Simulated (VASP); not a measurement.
Input of a VASP 6.6.1 run:

Contents of INCAR:

```
SYSTEM = PtS2
ALGO     = Normal         ! electronic algorithm
EDIFF    = 1E-6           ! SCF threshold, eV
EDIFFG   = -0.01          ! ionic threshold
ENCUT    = 600            ! plane-wave cutoff, eV
GGA      = PE             ! functional
GGA_COMPAT= .False.      
IBRION   = 2              ! ionic algorithm
ISIF     = 4              ! what is computed and relaxed
ISMEAR   = 0              ! smearing method
LASPH    = .True.         ! aspherical terms in the spheres
LCHARG   = .False.        ! write CHGCAR
LMAXMIX  = 4              ! l up to which the mixer works
LORBIT   = 11             ! projections on sites
LORBMOM  = .True.       
LREAL    = .False.        ! projectors in reciprocal space
LSORBIT  = .True.         ! spin-orbit coupling
LWAVE    = .False.        ! write WAVECAR
MAGMOM   = 0 0 0 0 0 0 0 0 0 ! initial moments
NELM     = 150            ! most SCF steps
NSW      = 60             ! ionic steps
PREC     = Accurate       ! precision mode
SIGMA    = 0.05           ! smearing width, eV
```

KPOINTS

```
k-points
0
Gamma
  8 8 4
  0 0 0
```

POSCAR

```
PtS2
1.0
    3.5510290347      0.0000000000      0.0000000000
   -1.7755145173      3.0752813536      0.0000000000
    0.0000000000      0.0000000000      6.3866871770
Pt S
1 2
Direct
    0.0000000000      0.0000000000      0.0000000000
    0.3333333333      0.6666666667      0.1913716893
    0.6666666667      0.3333333333      0.8086283107
```

Potentials or basis: VASP PAW PBE potentials, release 64 (Pt, S).

Launch:

```sh
$ cat potpaw_PBE.64/Pt/POTCAR potpaw_PBE.64/S/POTCAR > POTCAR
$ mpirun -np 1 vasp_ncl > vasp.out
```

(1) Predict the net moment.

Results:

(1) 0.00 μB per cell.
